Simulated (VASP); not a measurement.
# BN (Cm) in VASP: single point with PBE

Aim: the single point of BN with PBE.

Everything below comes from runs of VASP 6.6.1. Logs are shortened: lines on timing, memory, paths and dates and some standing lists are left out, and cuts for length are marked.

### Step 1. The cell of the first run

It takes space group Cm (No. 8, monoclinic). The conventional cell has a = 4.439 Å, b = 2.563 Å, c = 2.563 Å, α = 90.00°, β = 125.26°, γ = 90.00°. B (site symmetry m) has 4 N at 1.43 to 1.72 Å within 1.9 Å. Within 1.9 Å of N (site symmetry m) lie 4 B at 1.43 to 1.72 Å.

### Step 2. Single point, PBE (mode 4 frozen in at -0.072 Å and mode 6 at -0.072 Å (largest displacements))

The input, INCAR:

```
  PREC = Accurate
  ENCUT = 520
  EDIFF = 1E-7
  ISMEAR = 0
  SIGMA = 0.05
  LREAL = F
  LASPH = T
  NELM = 100
  ALGO = Normal
  ISIF = 2
  LWAVE = F
  LCHARG = F
  GGA = PE
  NBANDS = 11
```

The input, KPOINTS:

```
regular mesh
0
Gamma
  12 12 12
```

The input, POSCAR:

```
BN
1.0
    0.0000000000      1.8120810260      1.8120810260
    1.8120810260      0.0000000000      1.8120810260
    1.8120810260      1.8120810260      0.0000000000
B N
1 1
Direct
    0.0000000000      0.0000000000     -0.0397333226
    0.7500000000      0.7500000000      0.7806644690
```

Potentials or basis: VASP PAW PBE potentials, release 64 (B, N).

Run with:

```bash
$ cat potpaw_PBE.64/B/POTCAR potpaw_PBE.64/N/POTCAR > POTCAR
$ mpirun -np 1 vasp_std > vasp.out
```

OUTCAR:

```text
PREC = Accurate
   ENCUT = 520
   EDIFF = 1E-7
   ISMEAR = 0
   LREAL = F
   LASPH = T
   NELM = 100
   ISIF = 2
   GGA = PE

 ion  position               nearest neighbor table
   1  0.000  0.000  0.960-   2 1.43   2 1.58   2 1.58   2 1.72
   2  0.750  0.750  0.781-   1 1.43   1 1.58   1 1.58   1 1.72

  LATTYP: Found a face centered cubic cell.
 ALAT       =     3.6241620520

  Lattice vectors:

 A1 = (   0.0000000000,   1.8120810260,   1.8120810260)
 A2 = (   1.8120810260,   0.0000000000,   1.8120810260)
 A3 = (   1.8120810260,   1.8120810260,   0.0000000000)

Analysis of symmetry for initial positions (statically):
=====================================================================
 Subroutine PRICEL returns:
 Original cell was already a primitive cell.

 Routine SETGRP: Setting up the symmetry group for a
 face centered cubic supercell.

 Subroutine GETGRP returns: Found  2 space group operations
 (whereof  2 operations were pure point group operations)
 out of a pool of 48 trial point group operations.

The static configuration has the point symmetry C_1h.

Analysis of symmetry for dynamics (positions and initial velocities):
=====================================================================
 Subroutine PRICEL returns:
 Original cell was already a primitive cell.

 Routine SETGRP: Setting up the symmetry group for a
 face centered cubic supercell.

 Subroutine GETGRP returns: Found  2 space group operations
 (whereof  2 operations were pure point group operations)
 out of a pool of 48 trial point group operations.

The dynamic configuration has the point symmetry C_1h.

 Subroutine INISYM returns: Found  2 space group operations
 (whereof  2 operations are pure point group operations),
 and found     1 'primitive' translations

----------------------------------------------------------------------------------------

                                     Primitive cell

  volume of cell :      11.9004

  direct lattice vectors                    reciprocal lattice vectors
     0.000000000  1.812081026  1.812081026    -0.275925851  0.275925851  0.275925851
     1.812081026  0.000000000  1.812081026     0.275925851 -0.275925851  0.275925851
     1.812081026  1.812081026  0.000000000     0.275925851  0.275925851 -0.275925851

  length of vectors
     2.562669563  2.562669563  2.562669563     0.477917594  0.477917594  0.477917594

  position of ions in fractional coordinates (direct lattice)
     0.000000000  0.000000000  0.960266677
     0.750000000  0.750000000  0.780664469

[... 79 lines left out ...]
   NSW    =      0    number of steps for IOM
   IBRION =     -1    ionic relax: 0-MD 1-quasi-New 2-CG
   NFREE  =      0    steps in history (QN), initial steepest desc. (CG)
   ISIF   =      2    stress and relaxation
   ISYM   =      2    0-nonsym 1-usesym 2-fastsym
   POTIM  = 0.5000    time-step for ionic-motion
   TEBEG  =    0.0;   TEEND  =   0.0 temperature during run
   PSTRESS=    0.0 pullay stress
   NELECT =       8.0000    total number of electrons
   NUPDOWN=      -1.0000    fix difference up-down
   EMIN   =  10.00;   EMAX   =-10.00  energy-range for DOS
   EFERMI =   0.00;   METHOD = LEGACY
   ISMEAR =     0;   SIGMA  =   0.05  broadening in eV -4-tet -1-fermi 0-gaus
   EFERMI_NEDOS =   21; number of points for ismear=-14 and -15
   IALGO  =     38    algorithm
   IMIX   =      4    mixing-type and parameters
     AMIX     =   0.40;   BMIX     =  1.00
     AMIX_MAG =   1.60;   BMIX_MAG =  1.00
  volume/ion in A,a.u.               =       5.95        40.15
  Fermi-wavevector in a.u.,A,eV,Ry     =   1.434115  2.710084 27.982897  2.056685
  Thomas-Fermi vector in A             =   2.553559
   LORBIT       =      0    0 simple, 1 ext, 2 COOP (PROOUT), +10 PAW based schemes
   GGA     = PE    functional components
   LHFCALC =     F    Hartree Fock is set to
   AEXX    =    0.0000 exact exchange contribution
   IVDW    =     0    specifies the selected vdW correction
   LEPSILON=     F    determine dielectric tensor
   LRPA    =     F    only Hartree local field effects (RPA)
 non-spin polarized calculation
 Gauss-broadening in eV      SIGMA  =   0.05
  energy-cutoff  :      520.00
  volume of cell :       11.90
 maximum number of plane-waves:       332
   NGX =  9   NGY =  9   NGZ =  9

 number of electron       7.9999999 magnetization

 Free energy of the ion-electron system (eV)
  ---------------------------------------------------
  ext. energy  EPLUGINS =         0.00000000
  ---------------------------------------------------
  free energy    TOTEN  =       -17.06586567 eV

  energy without entropy =      -17.06586567  energy(sigma->0) =      -17.06586567

 E-fermi :   8.8559     XC(G=0): -12.7833

 val. band max:        8.4886219539   @ k =   0.0000   0.0000   0.0000
 cond. band min:      11.3203516695   @ k =   0.5000   0.5000   0.0000
 fundamental gap:      2.8317297156
 Fermi energy:         8.8559315831

 k-point     1 :       0.0000    0.0000    0.0000
  band No.  band energies     occupation
      1     -12.8623      2.00000
      2       5.5295      2.00000
      3       7.4517      2.00000
      4       8.4886      2.00000
      5      15.4174      0.00000
      6      15.8012      0.00000
      7      17.0713      0.00000
      8      18.2532      0.00000
      9      31.5554      0.00000
     10      34.1021      0.00000
     11      34.9519      0.00000
[... 309 lines left out ...]
 k-point    24 :       0.0833    0.0000    0.1667
  band No.  band energies     occupation
      1     -12.2493      2.00000
      2       4.6456      2.00000
      3       5.9561      2.00000
      4       6.8257      2.00000
      5      15.5256      0.00000
      6      17.1346      0.00000
      7      18.1287      0.00000
      8      19.4497      0.00000
      9      28.5162      0.00000
     10      32.7990      0.00000
     11      34.3637      0.00000

 [... further k-points ...]
[... 5 lines left out ...]
  --------------------------------------------------------------------------------------
  -------------------------------------------------------------------------------------
  Total        0.6622873      0.6622873      0.8603178      0.7411814      0.2441224      0.2441225
  in kB       89.1649525     89.1649525    115.8261618     99.7866118     32.8666458     32.8666610
  external PRESSURE =      98.0520223 kB  Pullay stress =       0.0000000 kB

 VOLUME and BASIS-vectors are now :
 -----------------------------------------------------------------------------
  energy-cutoff  :      520.00
  volume of cell :       11.90
      direct lattice vectors                 reciprocal lattice vectors
     0.000000000  1.812081026  1.812081026    -0.275925851  0.275925851  0.275925851
     1.812081026  0.000000000  1.812081026     0.275925851 -0.275925851  0.275925851
     1.812081026  1.812081026  0.000000000     0.275925851  0.275925851 -0.275925851

 POSITION                                       TOTAL-FORCE (eV/Angst)
 -----------------------------------------------------------------------------------
      1.74008      1.74008      0.00000         3.004001      3.004001      1.539696
      2.77369      2.77369      2.71812        -3.004001     -3.004001     -1.539696
 -----------------------------------------------------------------------------------
    total drift:                               -0.000020     -0.000020     -0.000024

  FREE ENERGIE OF THE ION-ELECTRON SYSTEM (eV)
  ---------------------------------------------------
  free  energy   TOTEN  =       -17.0658656723 eV

  energy  without entropy=      -17.0658656723  energy(sigma->0) =      -17.06586567
```

Run time: 33 s. Hardware: 1 thread of AMD EPYC 9R45 (Zen 5), shared host; peak memory 0.14 GiB.

Results:

| Item | Value |
| --- | --- |
| Free energy | -17.0659 eV |
| Pressure | 9.8 GPa |
| Largest force | 4.519 eV/Å |
| Band gap on the k mesh | 2.83 eV, indirect (least direct gap 6.93 eV) |

Forces on the atoms (eV/Å):
```
B    3.004  3.004  1.540
N   -3.004 -3.004 -1.540
```

Stress tensor (GPa, compression positive):
```
 8.92  9.98  3.29
 9.98  8.92  3.29
 3.29  3.29 11.58
```

Levels at points of the mesh, in eV from the valence-band top:
| k point | band 2 | band 3 | band 4 | band 5 | band 6 | band 7 |
| --- | --- | --- | --- | --- | --- | --- |
| (0.00, 0.00, 0.00) | -2.96 | -1.04 | 0.00 | 6.93 | 7.31 | 8.58 |
| (0.50, 0.00, 0.00) | -11.80 | -4.36 | -1.72 | 6.78 | 8.73 | 12.50 |
| (0.00, 0.00, 0.50) | -11.44 | -4.29 | -2.51 | 7.58 | 8.52 | 10.93 |
| (0.50, 0.50, 0.50) | -12.17 | -3.52 | -2.19 | 7.96 | 9.60 | 11.44 |
| (0.50, 0.50, 0.00) | -10.19 | -6.04 | -5.62 | 2.83 | 7.29 | 16.63 |
| (0.00, 0.50, 0.50) | -10.13 | -6.53 | -5.50 | 3.09 | 7.61 | 16.20 |

Caveat: the cell differs from its parent crystal (mode 4 frozen in at -0.072 Å and mode 6 at -0.072 Å (largest displacements)); forces of over 1 eV/Å act on the atoms, so gaps and moduli don't describe the material at rest. A k mesh can miss the band edges.
